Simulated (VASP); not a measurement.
Set up this calculation in VASP 6.6.1, as the native input.

- Task: single point
- Functional: PBE
- Potentials or basis: VASP PAW PBE potentials, release 64 (Ga_d, P)
- Cutoff: 520 eV
- k mesh: 10 × 10 × 10
- Occupations: gaussian, width 0.05 eV
- Spin: no spin polarisation
- Dipole correction: no
- Further INCAR settings: ALGO = Normal; EDIFF = 1e-06; NBANDS = 16

The structure of GaP lies in POSCAR:

```
GaP
1.0
    0.0000000000      2.7527919388      2.7527919388
    2.7527919388      0.0000000000      2.7527919388
    2.7527919388      2.7527919388      0.0000000000
Ga P
1 1
Direct
    0.0000000000      0.0000000000      0.0000000000
    0.7500000000      0.7500000000      0.7500000000
```

One way to write it, as run:

INCAR

```
SYSTEM = GaP
  PREC = Accurate
  ENCUT = 520
  EDIFF = 1E-6
  ISMEAR = 0
  SIGMA = 0.05
  LREAL = .False.
  LASPH = .True.
  NELM = 100
  ALGO = Normal
  ISIF = 2
  LWAVE = .False.
  LCHARG = .False.
  GGA = PE
  NBANDS = 16
```

KPOINTS

```
Automatic mesh
0
Gamma
  10 10 10
  0 0 0
```

Potentials or basis: VASP PAW PBE potentials, release 64 (Ga_d, P).

Run with:

```bash
$ cat potpaw_PBE.64/Ga_d/POTCAR potpaw_PBE.64/P/POTCAR > POTCAR
$ mpirun -np 1 vasp_std > vasp.out
```

It gave:

* Pressure: 0.0 GPa
* Band gap on the k mesh: 1.58 eV, direct

It took 13 s on 1 thread of Intel(R) Xeon(R) 6975P-C (Granite Rapids) (shared host), peak memory 0.18 GiB.
